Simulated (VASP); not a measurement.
A run of VASP 6.6.1:

File POSCAR:

```
Hg
1.0
    1.8778599936      1.0841829728      2.1547276236
   -1.8778599936      1.0841829728      2.1547276236
    0.0000000000     -2.1683659456      2.1547276235
Hg
1
Direct
    0.0000000000      0.0000000000      0.0000000000
```

INCAR.step1

```
SYSTEM = Hg
ALGO     = Normal         ! electronic algorithm
EDIFF    = 1E-4           ! SCF threshold, eV
ENCUT    = 520            ! plane-wave cutoff, eV
GGA      = PE             ! functional
ISMEAR   = -1             ! smearing method
LASPH    = .TRUE.         ! aspherical terms in the spheres
LCHARG   = .FALSE.        ! write CHGCAR
LREAL    = .FALSE.        ! projectors in reciprocal space
LWAVE    = .TRUE.         ! write WAVECAR
NBANDS   = 12             ! bands
NELM     = 60             ! most SCF steps
PREC     = Accurate       ! precision mode
SIGMA    = 0.2            ! smearing width, eV
```

INCAR.step2

```
SYSTEM = Hg
ALGO     = Normal         ! electronic algorithm
EDIFF    = 1E-6           ! SCF threshold, eV
ENCUT    = 520            ! plane-wave cutoff, eV
ISIF     = 2              ! what is computed and relaxed
ISMEAR   = -1             ! smearing method
ISTART   = 1            
LASPH    = .TRUE.         ! aspherical terms in the spheres
LCHARG   = .FALSE.        ! write CHGCAR
LMIXTAU  = .TRUE.       
LREAL    = .FALSE.        ! projectors in reciprocal space
LWAVE    = .FALSE.        ! write WAVECAR
METAGGA  = R2SCAN         ! meta-GGA
NBANDS   = 12             ! bands
NELM     = 60             ! most SCF steps
PREC     = Accurate       ! precision mode
SIGMA    = 0.2            ! smearing width, eV
```

File KPOINTS:

```
k-points
0
G
  11 11 11
  0 0 0
```

Potentials or basis: VASP PAW PBE potentials, release 64 (Hg).

Launch:

```bash
$ cat potpaw_PBE.64/Hg/POTCAR > POTCAR
$ cp INCAR.step1 INCAR
$ mpirun -np 1 vasp_std > vasp.out
$ cp INCAR.step2 INCAR
$ mpirun -np 1 vasp_std > vasp.out
```

Hardware: 1 thread of AMD EPYC 9R45 96-Core Processor (Zen 5) (shared host).

Task: Estimate the wall time of this run.

Result: Run time: 52 s on 1 thread of AMD EPYC 9R45 96-Core Processor (Zen 5), with other jobs on the host, peak memory 0.14 GiB. Counts: k points 146.
